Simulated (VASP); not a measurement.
Input of a VASP 6.6.1 run:

File INCAR:

```
ALGO = Normal ; EDIFF = 1E-7
ENCUT = 520 ; GGA = PE
ISIF = 2 ; ISMEAR = 0
ISPIN = 2 ; LASPH = True
LCHARG = True ; LELF = True
LMAXMIX = 4 ; LORBIT = 11
LREAL = False ; LVHAR = True
LWAVE = False ; MAGMOM = 0 0 1 0 0 0 0
NBANDS = 43 ; NELM = 150
PREC = Accurate ; SIGMA = 0.1
```

The input KPOINTS:

```
k-points
0
Gamma
  4 6 4
```

The input POSCAR:

```
Nb2PdSe4
1.0
    6.1371644367      0.0000000000      0.0000000000
    0.0000000000      3.6662858081      0.0000000000
   -0.1672564020      0.0000000000      6.4221451492
Nb Pd Se
2 1 4
Direct
    0.0000000000      0.5000000000      0.5000000000
    0.5000000000      0.0000000000      0.5000000000
    0.5000000000      0.0000000000      0.0000000000
    0.1615952583      0.0000000000      0.7501569397
    0.6768106067      0.5000000000      0.7535627301
    0.3231893933      0.5000000000      0.2464372699
    0.8384047417      0.0000000000      0.2498430603
```

Potentials or basis: VASP PAW PBE potentials, release 64 (Nb_sv, Pd, Se).

Command:

```sh
$ cat potpaw_PBE.64/Nb_sv/POTCAR potpaw_PBE.64/Pd/POTCAR potpaw_PBE.64/Se/POTCAR > POTCAR
$ mpirun -np 1 vasp_std > vasp.out
```

(1) What does it give for the band gap on the k mesh?

(2) Predict the largest force.

(3) What does it give for the net moment?

Answers

(1) zero (filled and empty bands overlap).

(2) 0.162 eV/Å.

(3) 0.00 μB per cell.
